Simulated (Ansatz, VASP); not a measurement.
Two plane-wave programs on C

```
C
1.0
     0.00000    1.78582    1.78582
     1.78582    0.00000    1.78582
     1.78582    1.78582    0.00000
C
2
Direct
  0.50000 0.50000 0.50000
  0.75000 0.75000 0.75000
```

Alike in both runs: task single point; functional HSE06; k mesh 8 × 8 × 8; occupations fermi-dirac, width 0.1 eV; no spin polarisation.

|  | VASP | Ansatz |
| --- | --- | --- |
| version | VASP 6.6.1 | Ansatz 0.2.0 |
| potentials or method | VASP PAW PBE potentials, release 64 (C), cutoff 520 eV | plane waves (420 eV) with PAW, scalar-relativistic |
| valence electrons in the cell | 8 | 8 |

|  | VASP | Ansatz | Ansatz less VASP |
| --- | --- | --- | --- |
| gap on the k mesh at the Fermi level (eV) | 5.27 | 5.28 | +0.008 |
